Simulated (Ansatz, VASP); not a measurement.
**Fe in VASP and in Ansatz**

```xyz
2
Lattice="2.4342 0.0000 0.0000 -1.2171 2.1080 0.0000 0.0000 0.0000 3.8419" Properties=species:S:1:pos:R:3 pbc="T T T"
Fe    1.2171    0.7027    2.8815
Fe    0.0000    1.4054    0.9605
```

Alike in both runs: task single point; functional PBE; k mesh 10 × 10 × 6; occupations fermi-dirac, width 0.05 eV; collinear spin; fixed moment 9 μB.

```csv
,VASP,Ansatz
version,VASP 6.6.1,Ansatz 0.2.0
potentials or method,"VASP PAW PBE potentials, release 64 (Fe)",Ansatz PAW
plane-wave cutoff (eV),520,420
valence electrons in the cell,16,32
```

```tsv
	VASP	Ansatz	Ansatz less VASP
net moment per atom (μB)	4.50	4.50	0.000
size of the moment on the site where the two differ most (μB)	4.37	3.99	-0.378
```

Site moments also hang on the region over which each program counts them. The functional is the same, so the differences come from potentials, cutoffs and numerics. VASP's potentials hold 16 valence electrons a cell and Ansatz's 32, so a difference there can come from the potentials and not from the codes.
